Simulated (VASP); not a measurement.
## Zr12B (a cell with a defect): single point with PBE

System: Zr12B (a cell with a defect).

```
Zr B
1.0
     6.46000    0.00000    0.00000
    -4.84500    8.39179    0.00000
     0.00000    0.00000    5.14539
Zr B
12 1
Direct
  0.00626 0.00601 0.99406
  0.16720 0.22410 0.49434
  0.99868 0.32901 0.00038
  0.16070 0.54890 0.49300
  0.99701 0.66498 0.01389
  0.16600 0.89275 0.48955
  0.50667 0.00750 0.00701
  0.66871 0.22732 0.49966
  0.50003 0.33217 0.00555
  0.66097 0.55025 0.50581
  0.50134 0.66351 0.01021
  0.67038 0.89131 0.48589
  0.33378 0.77824 0.74996
```

| Property | Result |
| --- | --- |
| Program | VASP 6.6.1 |
| Task | single point |
| Functional | PBE |
| Potentials or basis | VASP PAW PBE potentials, release 64 (Zr_sv, B) |
| Cutoff | 520 eV |
| k mesh | 3 × 2 × 3 |
| Occupations | gaussian, width 0.1 eV |
| Spin | no spin polarisation |

```
Pressure               : 4.7 GPa
Largest force          : 0.015 eV/Å
Band gap on the k mesh : zero (an odd number of electrons rules out a gap without spin polarisation)
```

Forces on the atoms (eV/Å):
```
Zr  -0.009  0.008  0.005
Zr   0.007  0.000  0.003
Zr  -0.007 -0.001  0.003
Zr   0.000 -0.004 -0.003
Zr   0.002 -0.002  0.003
Zr   0.006  0.002 -0.002
Zr   0.001  0.001  0.003
Zr   0.005  0.002 -0.005
Zr  -0.005  0.000 -0.003
Zr   0.012 -0.006 -0.007
Zr  -0.009  0.001  0.006
Zr  -0.004  0.002 -0.003
B   -0.001 -0.002  0.000
```

Stress tensor (GPa, compression positive):
```
 4.39 -0.13 -0.07
-0.13  4.43 -0.08
-0.07 -0.08  5.41
```

Levels at points of the mesh, in eV from the Fermi level:
```tsv
k point	band 70	band 71	band 72	band 73	band 74	band 75	band 76	band 77	band 78	band 79
(0.00, 0.00, 0.00)	-0.54	-0.36	-0.17	-0.14	0.43	0.63	0.81	0.81	0.83	0.97
(0.00, 0.50, 0.00)	-0.30	-0.11	-0.05	0.00	0.16	0.21	0.45	0.63	0.73	0.85
```

Wall time 3.9 min on 1 thread of Intel(R) Xeon(R) 6975P-C (Granite Rapids), with other jobs on the host, peak memory 0.42 GiB.

Caveat: the k points lie up to 0.41 Å⁻¹ apart, too coarse for converged energies and pressures of a metal.
